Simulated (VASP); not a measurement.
A run of VASP 6.6.1:

The input INCAR:

```
ALGO = Normal ; EDIFF = 1E-6
ENCUT = 520 ; GGA = CA
ISIF = 2 ; ISMEAR = -1
ISPIN = 2 ; LASPH = T
LCHARG = F ; LMAXMIX = 4
LORBIT = 11 ; LREAL = F
LWAVE = F ; MAGMOM = 3 0
NBANDS = 18 ; NELM = 150
PREC = Accurate ; SIGMA = 0.05
```

File KPOINTS:

```
k-points
0
Gamma
  11 11 11
```

File POSCAR:

```
FeO
1.0
    1.5086271663      0.8710063006      2.5026668604
   -1.5086271663      0.8710063006      2.5026668604
    0.0000000000     -1.7420126011      2.5026668604
Fe O
1 1
Direct
    0.0000000000      0.0000000000      0.0000000000
    0.5000000000      0.5000000000      0.5000000000
```

Potentials or basis: VASP PAW LDA potentials, release 64 (Fe, O).

Launch:

```bash
$ cat potpaw_LDA.64/Fe/POTCAR potpaw_LDA.64/O/POTCAR > POTCAR
$ mpirun -np 1 vasp_std > vasp.out
```

Hardware: 1 thread of Intel Xeon 8259CL (shared host).

How long does it take, and how much memory?

Wall time 2.3 min on 1 thread of Intel Xeon 8259CL, with other jobs on the host, peak memory 0.2 GiB. Counts: scf iterations 15, k points 146.
